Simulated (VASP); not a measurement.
A run of VASP 6.6.1 is set up as follows.

INCAR

```
SYSTEM = BaTiO3
PREC = Accurate ; ENCUT = 600
EDIFF = 1E-6 ; ISMEAR = -1
SIGMA = 0.05 ; LREAL = .False.
LASPH = .True. ; NELM = 200
ALGO = Normal ; ISIF = 2
LWAVE = .False. ; LCHARG = .False.
LMAXMIX = 4 ; LDAU = .True.
LDAUTYPE = 2 ; LDAUL = -1 2 -1
LDAUU = 0 2 0 ; LDAUJ = 0 0 0
LDAUPRINT = 1 ; GGA = CA
NBANDS = 51 ; GGA_COMPAT = .False.
KPAR = 4
```

KPOINTS

```
regular mesh
0
Gamma
  7 7 4
  0 0 0
```

The input POSCAR:

```
BaTiO3
1.0
   -3.9349354691     -0.0002265631     -0.0000673108
   -0.0000847550     -0.0013726759     -3.9475785304
   -0.0001595251     -7.8902200764     -0.0024149594
Ba Ti O
2 2 6
Direct
   -0.0000995509      0.9964067514      0.4983854423
   -0.0000853836      0.9964053417     -0.0016117392
    0.4998628701      0.4900752400      0.2455154877
    0.4996073734      0.4900487357      0.7455108253
    0.5000264488      0.0066007531      0.2514872789
    0.5001434248      0.0066240701      0.7514868929
    0.5000991799      0.5033260982      0.5029799559
    0.5000981549      0.5033263422      0.0029796330
    1.0000917083      0.5035813496      0.2516338650
    0.0002557844      0.5036053179      0.7516323481
```

Potentials or basis: VASP PAW LDA potentials, release 64 (Ba_sv, Ti_sv, O).

The run is started by

```bash
$ cat potpaw_LDA.64/Ba_sv/POTCAR potpaw_LDA.64/Ti_sv/POTCAR potpaw_LDA.64/O/POTCAR > POTCAR
$ mpirun -np 4 vasp_std > vasp.out
```

Question: What does it give for the pressure?

Answer: 3.5 GPa.

Question: Estimate the largest force.

Answer: 0.195 eV/Å.

Eigenvalues of the final occupation matrices:
| site | spin | trace | eigenvalues |
| --- | --- | --- | --- |
| site 3 d | 1 | 0.87 | 0.12 0.12 0.12 0.25 0.26 |
| site 3 d | 2 | 0.87 | 0.12 0.12 0.12 0.25 0.26 |
| site 4 d | 1 | 0.87 | 0.12 0.12 0.12 0.25 0.26 |
| site 4 d | 2 | 0.87 | 0.12 0.12 0.12 0.25 0.26 |

Caveat: the cell stands under pressure; spin-orbit coupling is left out, which moves the levels of the heavy elements.
